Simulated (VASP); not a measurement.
TiO2, 6 atoms in the cell. The structure is tetragonal, space group P4_2/mnm (No. 136). Conventional cell: a = 4.455 Å, b = 4.455 Å, c = 3.247 Å, α = 90.00°, β = 90.00°, γ = 90.00°. Ti (site symmetry mmm) has 6 O at 1.93 to 2.03 Å within 2.6 Å. Within 2.6 Å of O (site symmetry m2m) lie 3 Ti at 1.93 to 2.03 Å and 1 O at 2.45 Å.  This cell differs from its parent crystal: strain -0.040 along x and y, +0.080 along z.

- Program: VASP 6.6.1
- Task: single point
- Functional: PBE
- Potentials or basis: VASP PAW PBE potentials, release 64 (Ti_sv, O)
- Cutoff: 520 eV
- k mesh: 6 × 6 × 10
- Occupations: gaussian, width 0.05 eV
- Spin: no spin polarisation
- Hubbard terms: Ti d U = 4.0 eV
- Dipole correction: no
- Further INCAR settings: ALGO = Normal; EDIFF = 1e-07; NBANDS = 33

Potentials or basis: VASP PAW PBE potentials, release 64 (Ti_sv, O).

Launch:

```bash
$ cat potpaw_PBE.64/Ti_sv/POTCAR potpaw_PBE.64/O/POTCAR > POTCAR
$ mpirun -np 1 vasp_std > vasp.out
```

Hardware: 1 thread of AMD EPYC 9R45 96-Core Processor (Zen 5), on a shared host.

How long does it take, and how much memory?

Wall time 83 s on 1 thread of AMD EPYC 9R45 96-Core Processor (Zen 5) (shared host), peak memory 0.21 GiB. Counts: scf iterations 16, k points 60.
